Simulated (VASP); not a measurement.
A run of VASP 6.6.1 is set up as follows.

Contents of POSCAR:

```
BaTi2Ir2
1.0
    0.0000000000      4.0205882895      0.0000001656
    4.0205882895      0.0000000000      0.0000001656
    2.0102943799      2.0102943799     -5.7102337412
Ir Ti Ba
2 2 1
Direct
    0.7500000000      0.2500000000      0.5000000000
    0.2500000000      0.7500000000      0.5000000000
    0.3708472653      0.3708472653      0.2583054695
    0.6291527347      0.6291527347      0.7416945305
    0.0000000000      0.0000000000      0.0000000000
```

INCAR.step1

```
PREC = Accurate ; ENCUT = 520
ISMEAR = -1 ; SIGMA = 0.1
LREAL = F ; LASPH = T
NELM = 60 ; NBANDS = 34
GGA = PE ; ALGO = Normal
EDIFF = 1E-4 ; LWAVE = T
LCHARG = F
```

File INCAR.step2:

```
PREC = Accurate ; ENCUT = 520
EDIFF = 1E-6 ; ISMEAR = -1
SIGMA = 0.1 ; LREAL = F
LASPH = T ; NELM = 60
ALGO = Normal ; ISIF = 2
LWAVE = F ; LCHARG = F
METAGGA = R2SCAN ; LMIXTAU = T
NBANDS = 34 ; ISTART = 1
```

The input KPOINTS:

```
regular mesh
0
Gamma
  7 7 7
```

Potentials or basis: VASP PAW PBE potentials, release 64 (Ir, Ti_sv, Ba_sv).

Launch:

```console
$ cat potpaw_PBE.64/Ir/POTCAR potpaw_PBE.64/Ti_sv/POTCAR potpaw_PBE.64/Ba_sv/POTCAR > POTCAR
$ cp INCAR.step1 INCAR
$ mpirun -np 1 vasp_std > vasp.out
$ cp INCAR.step2 INCAR
$ mpirun -np 1 vasp_std > vasp.out
```

(1) What does it give for the pressure?

(2) Estimate the largest force.

(3) What does it give for the band gap on the k mesh?

Answers

(1) 21.4 GPa.

(2) 0.075 eV/Å.

(3) zero (band 26 reaches 8.44 eV, above the bottom of band 27 at 7.48 eV).

Caveat: the PAW data sets were made with another functional, which shifts forces and pressure a little; spin-orbit coupling is left out, which moves the levels of the heavy elements.
